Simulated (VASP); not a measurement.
Here is a VASP 6.6.1 calculation.

The input INCAR:

```
PREC = Accurate ; ENCUT = 520
EDIFF = 1E-7 ; ISMEAR = -5
SIGMA = 0.05 ; LREAL = False
LASPH = True ; NELM = 150
ALGO = Normal ; ISIF = 2
LWAVE = False ; LCHARG = False
ISPIN = 2 ; MAGMOM = 1
LORBIT = 11 ; LMAXMIX = 4
LDAU = True ; LDAUTYPE = 2
LDAUL = 2 ; LDAUU = 5
LDAUJ = 0 ; LDAUPRINT = 1
GGA = RE ; IVDW = 12
NBANDS = 15
```

Contents of KPOINTS:

```
Automatic mesh
0
Gamma
  13 13 13
```

The input POSCAR:

```
Ni
1.0
   -1.3837154700      1.3837154700      1.3837154700
    1.3837154700     -1.3837154700      1.3837154700
    1.3837154700      1.3837154700     -1.3837154700
Ni
1
Direct
    0.0000000000      0.0000000000      0.0000000000
```

Potentials or basis: VASP PAW PBE potentials, release 64 (Ni).

The run is started by

```bash
$ cat potpaw_PBE.64/Ni/POTCAR > POTCAR
$ mpirun -np 1 vasp_std > vasp.out
```

Question: What does it give for the site moments?

Answer: Ni +0.67 μB.

Question: What does it give for the pressure?

Answer: -12.9 GPa.

Question: Predict the net moment.

Answer: 0.64 μB per cell.

Question: Predict the dispersion energy per atom.

Answer: -0.917 eV.

Eigenvalues of the final occupation matrices:
```
    site  spin  trace               eigenvalues
site 1 d     1   4.66  0.93 0.93 0.93 0.93 0.93
site 1 d     2   3.93  0.70 0.70 0.70 0.92 0.92
```

Caveat: three body term missing; the PAW data sets were made with another functional, which shifts forces and pressure a little; pairwise dispersion overbinds metals, which lowers pressure and volume; the U is typed as a test and isn't derived for this compound; tetrahedron occupations give inexact forces and stress in metals. The state reached can hang on the start; a lower one may exist.
